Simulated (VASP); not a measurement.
Write the native input for VASP 6.6.1 that does the following.

```yaml
Task: relaxation of cell and atoms
Functional: PBE
Potentials_or_basis: VASP PAW PBE potentials, release 64 (Al, Co)
Cutoff: 600 eV
k_mesh: 6 × 6 × 6
Occupations: gaussian, width 0.1 eV
Spin: no spin polarisation
Dipole_correction: no
Further_INCAR_settings: ALGO = Normal; EDIFF = 1e-07; IBRION = 2; EDIFFG = -0.04; NSW = 90; ISIF = 3
```

The structure of AlCo lies in POSCAR:

```
AlCo
1.0
    0.0000000000      2.2442726703      2.2442726703
    2.2442726703      0.0000000000      2.2442726703
    2.2442726703      2.2442726703      0.0000000000
Al Co
1 1
Direct
    0.0000000000      0.0000000000      0.0000000000
    0.5000000000      0.5000000000      0.5000000000
```

One way to write it, as run:

INCAR

```
SYSTEM = AlCo
PREC = Accurate
ENCUT = 600
EDIFF = 1E-7
ISMEAR = 0
SIGMA = 0.1
LREAL = .False.
LASPH = .True.
NELM = 60
ALGO = Normal
ISIF = 3
LWAVE = .False.
LCHARG = .False.
GGA = PE
IBRION = 2
NSW = 90
EDIFFG = -0.04
```

KPOINTS

```
regular mesh
0
Gamma
  6 6 6
  0 0 0
```

Potentials or basis: VASP PAW PBE potentials, release 64 (Al, Co).

Launch:

```bash
$ cat potpaw_PBE.64/Al/POTCAR potpaw_PBE.64/Co/POTCAR > POTCAR
$ mpirun -np 1 vasp_std > vasp.out
```

It gave:

The relaxed volume is 13.75 Å³/atom and the relaxed cell is a = 3.388 Å, b = 3.388 Å, c = 3.388 Å, α = 60.00°, β = 60.00°, γ = 60.00°. The space group after relaxing (to 0.1 Å) is Fm-3m (No. 225) and the energy gained by relaxing is 225.2 meV/atom. The ionic steps are 3, the pressure after relaxing is -0.2 GPa and the band gap on the k mesh is zero (bands 6 and 7 overlap by 0.08 eV).

Caveat: the k points lie up to 0.38 Å⁻¹ apart in the final cell; the volume moved by over 15 % at a fixed basis, so the end points are rough; the run has no spin polarisation, though such a crystal can be magnetic.

Run time: 31 s on 1 thread of AMD EPYC 7R13 (shared host), peak memory 0.13 GiB.
